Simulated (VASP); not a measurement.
# Al (I4/mmm) in VASP: a series of runs, part 2 of 2

VASP 6.6.1. The steps go on from the part before.

### 5 Single point, LDA (15.79 Å³/atom)

INCAR reads:

```
PREC = Accurate ; ENCUT = 520
EDIFF = 1E-6 ; ISMEAR = 0
SIGMA = 0.15 ; LREAL = False
LASPH = True ; NELM = 80
ALGO = Fast ; ISIF = 2
LWAVE = False ; LCHARG = False
NBANDS = 8
```

KPOINTS reads:

```
Automatic mesh
0
Gamma
  22 22 22
```

POSCAR reads:

```
Al
1.0
   -1.4664740538      1.4664740538      1.8349989835
    1.4664740538     -1.4664740538      1.8349989835
    1.4664740538      1.4664740538     -1.8349989835
Al
1
Direct
    0.0000000000      0.0000000000      0.0000000000
```

Potentials or basis: VASP PAW LDA potentials, release 64 (Al).

Run with:

```console
cat potpaw_LDA.64/Al/POTCAR > POTCAR
mpirun -np 1 vasp_std > vasp.out
```

OUTCAR:

```text
PREC = Accurate
   ENCUT = 520
   EDIFF = 1E-6
   ISMEAR = 0
   LREAL = False
   LASPH = True
   NELM = 80
   ISIF = 2

 ion  position               nearest neighbor table
   1  0.000  0.000  0.000-

  LATTYP: Found a body centered tetragonal cell.
 ALAT       =     2.9329481076
 C/A-ratio  =     1.2513000000

  Lattice vectors:

 A1 = (  -1.4664740538,   1.4664740538,   1.8349989835)
 A2 = (   1.4664740538,  -1.4664740538,   1.8349989835)
 A3 = (   1.4664740538,   1.4664740538,  -1.8349989835)

Analysis of symmetry for initial positions (statically):
=====================================================================
 Subroutine PRICEL returns:
 Original cell was already a primitive cell.

 Routine SETGRP: Setting up the symmetry group for a
 body centered tetragonal supercell.

 Subroutine GETGRP returns: Found 16 space group operations
 (whereof 16 operations were pure point group operations)
 out of a pool of 16 trial point group operations.

The static configuration has the point symmetry D_4h.

Analysis of symmetry for dynamics (positions and initial velocities):
=====================================================================
 Subroutine PRICEL returns:
 Original cell was already a primitive cell.

 Routine SETGRP: Setting up the symmetry group for a
 body centered tetragonal supercell.

 Subroutine GETGRP returns: Found 16 space group operations
 (whereof 16 operations were pure point group operations)
 out of a pool of 16 trial point group operations.

The dynamic configuration has the point symmetry D_4h.

 Subroutine INISYM returns: Found 16 space group operations
 (whereof 16 operations are pure point group operations),
 and found     1 'primitive' translations

----------------------------------------------------------------------------------------

                                     Primitive cell

  volume of cell :      15.7850

  direct lattice vectors                    reciprocal lattice vectors
    -1.466474054  1.466474054  1.834998984     0.000000000  0.340953867  0.272479715
     1.466474054 -1.466474054  1.834998984     0.340953867  0.000000000  0.272479715
     1.466474054  1.466474054 -1.834998984     0.340953867  0.340953867  0.000000000

  length of vectors
     2.769172001  2.769172001  2.769172001     0.436457025  0.436457025  0.482181583

  position of ions in fractional coordinates (direct lattice)
     0.000000000  0.000000000  0.000000000

  ion indices of the primitive-cell ions
   primitive index   ion index
                 1           1

----------------------------------------------------------------------------------------

 KPOINTS: Automatic mesh

Automatic generation of k-mesh.
 Grid dimensions read from file:
 generate k-points for:   22   22   22

 Generating k-lattice:

  Cartesian coordinates                     Fractional coordinates (reciprocal lattice)
     0.000000000  0.015497903  0.012385442     0.045454545 -0.000000000  0.000000000
     0.015497903  0.000000000  0.012385442    -0.000000000  0.045454545  0.000000000
     0.015497903  0.015497903  0.000000000     0.000000000  0.000000000  0.045454545

  Length of vectors
     0.019838956  0.019838956  0.021917345

  Shift w.r.t. Gamma in fractional coordinates (k-lattice)
     0.000000000  0.000000000  0.000000000

 Subroutine IBZKPT returns following result:
 ===========================================

 Found    834 irreducible k-points:

 Following reciprocal coordinates:
            Coordinates               Weight
  0.000000  0.000000  0.000000      1.000000
  0.045455  0.000000 -0.000000      8.000000
  0.090909  0.000000 -0.000000      8.000000
  0.136364 -0.000000  0.000000      8.000000
  0.181818  0.000000  0.000000      8.000000
  0.227273  0.000000  0.000000      8.000000
[... 16 lines left out ...]
  0.500000  0.045455  0.000000     16.000000
 -0.454545  0.045455  0.000000     16.000000
 [... further k-points ...]
   k-points           NKPTS =    834   k-points in BZ     NKDIM =    834   number of bands    NBANDS=      8
   number of dos      NEDOS =    301   number of ions     NIONS =      1
   total plane-waves  NPLWV =  13824
   dimension x,y,z NGX =    24 NGY =   24 NGZ =   24
   dimension x,y,z NGXF=    48 NGYF=   48 NGZF=   48
   ions per type =               1
   NGX,Y,Z   is equivalent  to a cutoff of  14.41, 14.41, 14.41 a.u.
   NGXF,Y,Z  is equivalent  to a cutoff of  28.82, 28.82, 28.82 a.u.
 SYSTEM =  unknown system
   PREC   = accura    normal or accurate (medium, high low for compatibility)
   ISTART =      0    job   : 0-new  1-cont  2-samecut
   ICHARG =      2    charge: 1-file 2-atom 10-const
   ISPIN  =      1    spin polarized calculation?
   LNONCOLLINEAR =      F non collinear calculations
   LSORBIT =      F    spin-orbit coupling
   LASPH  =      T    aspherical Exc in radial PAW
   ENCUT  =  520.0 eV  38.22 Ry    6.18 a.u.   5.15  5.15  5.15*2*pi/ulx,y,z
   NELM   =     80;   NELMIN=  2; NELMDL= -5     # of ELM steps
   EDIFF  = 0.1E-05   stopping-criterion for ELM
   LREAL  =      F    real-space projection
   EDIFFG = 0.1E-04   stopping-criterion for IOM
   NSW    =      0    number of steps for IOM
   IBRION =     -1    ionic relax: 0-MD 1-quasi-New 2-CG
   NFREE  =      0    steps in history (QN), initial steepest desc. (CG)
   ISIF   =      2    stress and relaxation
   ISYM   =      2    0-nonsym 1-usesym 2-fastsym
   POTIM  = 0.5000    time-step for ionic-motion
   TEBEG  =    0.0;   TEEND  =   0.0 temperature during run
   PSTRESS=    0.0 pullay stress
   NELECT =       3.0000    total number of electrons
   NUPDOWN=      -1.0000    fix difference up-down
   EMIN   =  10.00;   EMAX   =-10.00  energy-range for DOS
   EFERMI =   0.00;   METHOD = LEGACY
   ISMEAR =     0;   SIGMA  =   0.15  broadening in eV -4-tet -1-fermi 0-gaus
   EFERMI_NEDOS =   21; number of points for ismear=-14 and -15
   IALGO  =     68    algorithm
   IMIX   =      4    mixing-type and parameters
     AMIX     =   0.40;   BMIX     =  1.00
     AMIX_MAG =   1.60;   BMIX_MAG =  1.00
  volume/ion in A,a.u.               =      15.79       106.52
  Fermi-wavevector in a.u.,A,eV,Ry     =   0.941240  1.778686 12.053847  0.885933
  Thomas-Fermi vector in A             =   2.068731
   LORBIT       =      0    0 simple, 1 ext, 2 COOP (PROOUT), +10 PAW based schemes
   GGA     = CA    functional components
   LHFCALC =     F    Hartree Fock is set to
   AEXX    =    0.0000 exact exchange contribution
   IVDW    =     0    specifies the selected vdW correction
   LEPSILON=     F    determine dielectric tensor
   LRPA    =     F    only Hartree local field effects (RPA)
 non-spin polarized calculation
 RMM-DIIS sequential band-by-band and
 Gauss-broadening in eV      SIGMA  =   0.15
  energy-cutoff  :      520.00
  volume of cell :       15.79
 maximum number of plane-waves:       439
 NGX is ok and might be reduce to    24
   NGX = 11   NGY = 11   NGZ = 11

 number of electron       3.0000000 magnetization

 Free energy of the ion-electron system (eV)
  ---------------------------------------------------
  ext. energy  EPLUGINS =         0.00000000
  ---------------------------------------------------
  free energy    TOTEN  =        -4.16532786 eV

  energy without entropy =       -4.16050198  energy(sigma->0) =       -4.16291492

 E-fermi :   8.2317     XC(G=0): -10.5088

 val. band max:        8.2277620233   @ k =   0.5000   0.5000   0.2727
 cond. band min:       8.2332378166   @ k =  -0.2273  -0.3182   0.0455
 fundamental gap:      0.0054757933
 Fermi energy:         8.2317116957

 k-point     1 :       0.0000    0.0000    0.0000
  band No.  band energies     occupation
      1      -3.1486      2.00000
      2      20.8417      0.00000
      3      20.8417      0.00000
      4      22.1349      0.00000
      5      22.5888      0.00000
      6      22.9777      0.00000
      7      22.9777      0.00000
      8      25.4456      0.00000
[... 243 lines left out ...]
 k-point    24 :      -0.4545    0.0455    0.0000
  band No.  band energies     occupation
      1       2.1615      2.00000
      2       5.5602      2.00000
      3      17.8407      0.00000
      4      18.1964      0.00000
      5      20.8026      0.00000
      6      21.2542      0.00000
      7      24.0005      0.00000
      8      27.0431      0.00000

 [... further k-points ...]

------------------------ aborting loop because EDIFF is reached ----------------------------------------

  FORCE on cell =-STRESS in cart. coord.  units (eV):
  Direction    XX          YY          ZZ          XY          YZ          ZX
  --------------------------------------------------------------------------------------
  -------------------------------------------------------------------------------------
  Total       -0.1077729     -0.1077729      0.5236564      0.0000000     -0.0000000      0.0000000
  in kB      -10.9389500    -10.9389500     53.1511227      0.0000000     -0.0000000      0.0000000
  external PRESSURE =      10.4244076 kB  Pullay stress =       0.0000000 kB

 VOLUME and BASIS-vectors are now :
 -----------------------------------------------------------------------------
  energy-cutoff  :      520.00
  volume of cell :       15.79
      direct lattice vectors                 reciprocal lattice vectors
    -1.466474054  1.466474054  1.834998984     0.000000000  0.340953867  0.272479715
     1.466474054 -1.466474054  1.834998984     0.340953867  0.000000000  0.272479715
     1.466474054  1.466474054 -1.834998984     0.340953867  0.340953867  0.000000000

 POSITION                                       TOTAL-FORCE (eV/Angst)
 -----------------------------------------------------------------------------------
      0.00000      0.00000      0.00000         0.000000     -0.000000      0.000000
 -----------------------------------------------------------------------------------
    total drift:                                0.000000      0.000000      0.000000

  FREE ENERGIE OF THE ION-ELECTRON SYSTEM (eV)
  ---------------------------------------------------
  free  energy   TOTEN  =        -4.1653278637 eV

  energy  without entropy=       -4.1605019780  energy(sigma->0) =       -4.16291492
```

OSZICAR:

```text
N       E                     dE             d eps       ncg     rms          rms(c)
DAV:   1    -0.273753812217E+01   -0.27375E+01   -0.89801E+02 13432   0.209E+02
DAV:   2    -0.418751862297E+01   -0.14500E+01   -0.14001E+01 18640   0.193E+01
DAV:   3    -0.419483351123E+01   -0.73149E-02   -0.73124E-02 16640   0.146E+00
DAV:   4    -0.419484586317E+01   -0.12352E-04   -0.12353E-04 20944   0.576E-02
DAV:   5    -0.419484587748E+01   -0.14305E-07   -0.14601E-07 16976   0.108E-03    0.143E+00
RMM:   6    -0.417688508999E+01    0.17961E-01   -0.15583E-03 13350   0.184E-01    0.817E-01
RMM:   7    -0.416530871404E+01    0.11576E-01   -0.43541E-03 15412   0.303E-01    0.139E-01
RMM:   8    -0.416532403540E+01   -0.15321E-04   -0.29734E-04 14853   0.101E-01    0.435E-02
RMM:   9    -0.416532793477E+01   -0.38994E-05   -0.31510E-05 15198   0.379E-02    0.126E-02
RMM:  10    -0.416532786371E+01    0.71061E-07   -0.42329E-06 15585   0.121E-02
   1 F= -.41653279E+01 E0= -.41629149E+01  d E =-.482589E-02
```

stdout:

```text
POSCAR found type information on POSCAR Al
 POSCAR found :  1 types and       1 ions
 scaLAPACK will be used
 LDA part: xc-table for (Slater(with rela. corr.)+CA(PZ))
 , standard interpolation
 POSCAR, INCAR and KPOINTS ok, starting setup
 FFT: planning ... GRIDC
 FFT: planning ... GRID_SOFT
 FFT: planning ... GRID
 WAVECAR not read
 entering main loop
```

Run time: 93 s. Hardware: 1 thread of Intel Xeon 8259CL, shared host; peak memory 0.2 GiB.

What came out:

```yaml
Free_energy: -4.1653 eV
Pressure: 1.0 GPa
Band_gap_on_the_k_mesh: zero (an odd number of electrons rules out a gap without spin polarisation)
```

Stress tensor (GPa, compression positive):
```
-1.09  0.00  0.00
 0.00 -1.09  0.00
 0.00  0.00  5.32
```

Caveat: the stress differs along the axes, from -1 to 5 GPa.

### 6 Single point, LDA (15.78 Å³/atom)

INCAR reads:

```
SYSTEM = Al
PREC = Accurate
ENCUT = 520
EDIFF = 1E-6
ISMEAR = 0
SIGMA = 0.15
LREAL = .FALSE.
LASPH = .TRUE.
NELM = 80
ALGO = Normal
ISIF = 2
LWAVE = .FALSE.
LCHARG = .FALSE.
NBANDS = 8
```

KPOINTS reads:

```
regular mesh
0
G
  22 22 22
  0 0 0
```

POSCAR reads:

```
Al
1.0
   -1.5413774606      1.5413774606      1.6609883516
    1.5413774606     -1.5413774606      1.6609883516
    1.5413774606      1.5413774606     -1.6609883516
Al
1
Direct
    0.0000000000      0.0000000000      0.0000000000
```

Potentials or basis: VASP PAW LDA potentials, release 64 (Al).

Run with:

```console
cat potpaw_LDA.64/Al/POTCAR > POTCAR
mpirun -np 1 vasp_std > vasp.out
```

Run time: 77 s. Hardware: 1 thread of Intel Xeon 8259CL, shared host; peak memory 0.19 GiB.

Results (log left out):

* Free energy: -4.0990 eV
* Pressure: 2.1 GPa
* Band gap on the k mesh: zero (an odd number of electrons rules out a gap without spin polarisation)

Stress tensor (GPa, compression positive):
```
0.89 0.00 0.00
0.00 0.89 0.00
0.00 0.00 4.39
```

Levels at points of the mesh, in eV from the Fermi level:
```
           k point  band 1  band 2  band 3  band 4  band 5  band 6
(0.00, 0.00, 0.00)  -11.41   12.97   12.97   14.65   14.68   15.12
(0.50, 0.00, 0.00)   -4.56   -4.14    8.91    8.95   10.87   11.99
(0.50, 0.50, 0.00)   -4.19   -3.45    7.40    7.50    9.06   11.19
(0.50, 0.50, 0.50)    0.57    2.24    2.65    2.65    3.41    6.28
```

### 7 The runs side by side

```tsv
cell	gap on the mesh (eV)	pressure (GPa)
a = 2.795 Å, angles 118.4, 118.4, 92.7°, 1 atom	none	0.4
a = 2.751 Å, angles 113.7, 113.7, 101.2°, 1 atom	none	1.7
a = 2.740 Å, angles 107.5, 107.5, 113.5°, 1 atom	none	2.1
a = 2.769 Å, angles 116.0, 116.0, 97.0°, 1 atom	none	1.0
a = 2.741 Å, angles 111.6, 111.6, 105.4°, 1 atom	none	2.1
```

Alike in all rows: task single point; level LDA; potentials or basis VASP PAW LDA potentials, release 64 (Al); no spin polarisation; k mesh 22 × 22 × 22; cutoff (eV) 520; smearing gaussian 0.15 eV.

Caveats: the stress differs along the axes, from -1 to 7 GPa (at least some runs); the stress differs along the axes, from -1 to 5 GPa (at least some runs).

Total energies depend on the potentials used, so only differences within one code and one set of settings carry meaning.
